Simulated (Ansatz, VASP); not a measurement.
**W in VASP and in Ansatz**

File INCAR:

```
SYSTEM = W
PREC     = Accurate       ! precision mode
ENCUT    = 520            ! plane-wave cutoff, eV
EDIFF    = 1E-6           ! SCF threshold, eV
ISMEAR   = -1             ! smearing method
SIGMA    = 0.1            ! smearing width, eV
LREAL    = .FALSE.        ! projectors in reciprocal space
LASPH    = .TRUE.         ! aspherical terms in the spheres
NELM     = 60             ! most SCF steps
ALGO     = Normal         ! electronic algorithm
ISIF     = 2              ! what is computed and relaxed
LWAVE    = .FALSE.        ! write WAVECAR
LCHARG   = .FALSE.        ! write CHGCAR
GGA      = RP             ! functional
NBANDS   = 28             ! bands
```

File KPOINTS:

```
Automatic mesh
0
G
  9 9 13
  0 0 0
```

POSCAR

```
W
1.0
    4.5781539668      0.0000000000      0.0000000000
   -2.2890769834      3.9647976377      0.0000000000
    0.0000000000      0.0000000000      2.5494288964
W
3
Direct
    0.0000000000      0.0000000000      0.0000000000
    0.3333333333      0.6666666667      0.5000000000
    0.6666666667      0.3333333333      0.5000000000
```

Input for Ansatz:

```yaml
crystal:
  lattice:
    - [4.5781539668, 0.0, 0.0]
    - [-2.2890769834, 3.9647976377, 0.0]
    - [0.0, 0.0, 2.5494288964]
  atoms:
    - { symbol: W, position: [0.0, 0.0, 0.0] }
    - { symbol: W, position: [0.3333333333, 0.6666666667, 0.5] }
    - { symbol: W, position: [0.6666666667, 0.3333333333, 0.5] }
hamiltonian:
  xc: rpbe
  pseudopotentials:
    kind: paw
    azcp:
      W: "pseudopotentials/W.paw.azcp"
basis:
  ecutwfc: 420
  fft_grid_basis: typed
kpoints:
  mp_grid: { grid: [9, 9, 13], shift: [0, 0, 0] }
magnetization:
  spin_polarized: false
scf:
  occupations: { method: fermi_dirac, width: 0.1 }
  lower_state_search: "off"
output:
  stress: true
  write_density: true
  write_potential: true
  elf: true
  volumetric_format: npy
```

Alike in both runs: task single point; functional RPBE; k mesh 9 × 9 × 13; occupations fermi-dirac, width 0.1 eV; no spin polarisation.

```csv
,VASP,Ansatz
version,VASP 6.6.1,Ansatz 0.2.0
potentials or method,"VASP PAW PBE potentials, release 64 (W_sv), cutoff 520 eV","plane waves (420 eV) with PAW, scalar-relativistic"
valence electrons in the cell,42,42
```

```csv
,VASP,Ansatz,Ansatz less VASP
pressure (GPa),27.4,26.5,-0.92
"traceless stress, the component that is largest in VASP (GPa)",1.65,1.20,-0.454
```

VASP's potentials were made for PBE, not for RPBE.

Spin-orbit coupling is off throughout.
